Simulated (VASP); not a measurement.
Crystal: MnO (Manganosite).

```
CELL_PARAMETERS angstrom
0.00000 2.22300 2.22300
2.22300 0.00000 2.22300
2.22300 2.22300 0.00000
ATOMIC_POSITIONS crystal
Mn 0.00000 0.00000 0.00000
O 0.50000 0.50000 0.50000
```

Base run:

- Program: VASP 6.6.1
- Functional: PBE
- Potentials or basis: VASP PAW PBE potentials, release 64 (Mn_pv, O)
- Cutoff: 520 eV
- k mesh: 13 × 13 × 13
- Occupations: fermi-dirac, width 0.15 eV
- Spin: collinear spin, ferromagnetic start
- Starting moments: [2.8, 0.0] μB
- Hubbard terms: Mn d U = 3.0 eV

Its results: pressure 7.1 GPa; net moment 5.00 μB per cell; site moments Mn +4.59; O +0.17 μB.

Task: The run is repeated on the same cell with these changes: hubbard terms from Mn d U = 3.0 eV to Mn d U = 4.5 eV; further incar settings from ALGO = Normal; EDIFF = 1e-07; NBANDS = 20 to ALGO = Normal; EDIFF = 1e-06; NBANDS = 20. What comes out?

Result: Pressure 8.0 GPa; net moment 5.00 μB per cell; site moments Mn +4.64; O +0.14 μB.

Caveats: a cell with one magnetic atom can't hold antiferromagnetic order, which such compounds often take.
